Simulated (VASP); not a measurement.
Set up this calculation in VASP 6.6.1, as the native input.

```yaml
Task: relaxation of cell and atoms
Functional: LDA
Potentials_or_basis: VASP PAW LDA potentials, release 64 (Cu)
Cutoff: 600 eV
k_mesh: 12 × 12 × 12
Occupations: gaussian, width 0.1 eV
Spin: no spin polarisation
Dipole_correction: no
Further_INCAR_settings: ALGO = Normal; EDIFF = 1e-07; IBRION = 2; EDIFFG = -0.01; NSW = 60; ISIF = 3
```

The structure of Cu lies in POSCAR:

```
Cu
1.0
    0.0000000000      1.8100000000      1.8100000000
    1.8100000000      0.0000000000      1.8100000000
    1.8100000000      1.8100000000      0.0000000000
Cu
1
Direct
    0.0000000000      0.0000000000      0.0000000000
```

The input as run:

INCAR

```
SYSTEM = Cu
PREC = Accurate
ENCUT = 600
EDIFF = 1E-7
ISMEAR = 0
SIGMA = 0.1
LREAL = .FALSE.
LASPH = .TRUE.
NELM = 120
ALGO = Normal
ISIF = 3
LWAVE = .FALSE.
LCHARG = .FALSE.
IBRION = 2
NSW = 60
EDIFFG = -0.01
GGA_COMPAT = .FALSE.
NELMIN = 4
```

KPOINTS

```
regular mesh
0
G
  12 12 12
  0 0 0
```

Potentials or basis: VASP PAW LDA potentials, release 64 (Cu).

Run with:

```bash
$ cat potpaw_LDA.64/Cu/POTCAR > POTCAR
$ mpirun -np 1 vasp_std > vasp.out
```

Results of the run:

```yaml
Relaxed_volume: 10.94 Å³/atom
Relaxed_cell: a = 2.491 Å, b = 2.491 Å, c = 2.491 Å, α = 60.00°, β = 60.00°, γ = 60.00°
Space_group_after_relaxing_to_0.1_Å: Fm-3m (No. 225)
Energy_gained_by_relaxing: 38.7 meV/atom
Ionic_steps: 3
Pressure_after_relaxing: -0.1 GPa
Band_gap_on_the_k_mesh: zero (an odd number of electrons rules out a gap without spin polarisation)
```

Run time: 26 s on 1 thread of Intel Xeon 8259CL, on a shared host, peak memory 0.13 GiB.
